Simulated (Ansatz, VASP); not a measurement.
**K in VASP and in Ansatz**

File INCAR:

```
SYSTEM = K
ALGO = Normal
EDIFF = 1E-6
ENCUT = 520
GGA = RE
ISIF = 2
ISMEAR = -1
LASPH = .TRUE.
LCHARG = .FALSE.
LREAL = .FALSE.
LWAVE = .FALSE.
NBANDS = 10
NELM = 80
PREC = Accurate
SIGMA = 0.1
```

File KPOINTS:

```
k-points
0
G
  8 8 8
  0 0 0
```

File POSCAR:

```
K
1.0
    4.5228675559      0.0000000000      0.0000000000
    0.0000000000      4.5228675559      0.0000000000
    0.0000000000      0.0000000000      4.5228675559
K
1
Direct
    0.0000000000      0.0000000000      0.0000000000
```

Input for Ansatz:

```yaml
crystal:
  lattice:
    - [4.5228675559, 0.0, 0.0]
    - [0.0, 4.5228675559, 0.0]
    - [0.0, 0.0, 4.5228675559]
  atoms:
    - { symbol: K, position: [0.0, 0.0, 0.0] }
hamiltonian:
  xc: revpbe
  pseudopotentials:
    kind: paw
    azcp:
      K: "pseudopotentials/K.paw.azcp"
basis:
  ecutwfc: 420
  fft_grid_basis: typed
kpoints:
  mp_grid: { grid: [8, 8, 8], shift: [0, 0, 0] }
magnetization:
  spin_polarized: false
scf:
  occupations: { method: fermi_dirac, width: 0.1 }
  lower_state_search: "off"
output:
  stress: true
```

Alike in both runs: task single point; functional revPBE; k mesh 8 × 8 × 8; occupations fermi-dirac, width 0.1 eV; no spin polarisation.

|  | VASP | Ansatz |
| --- | --- | --- |
| version | VASP 6.6.1 | Ansatz 0.2.0 |
| potentials or method | VASP PAW PBE potentials, release 64 (K_sv), cutoff 520 eV | plane waves (420 eV) with PAW, scalar-relativistic |
| valence electrons in the cell | 9 | 9 |

```csv
,VASP,Ansatz,Ansatz less VASP
pressure (GPa),-0.2,-0.2,+0.01
```

VASP's potentials were made for PBE, not for revPBE. With one functional, cell and mesh, what is left measures potentials, basis and numerics.
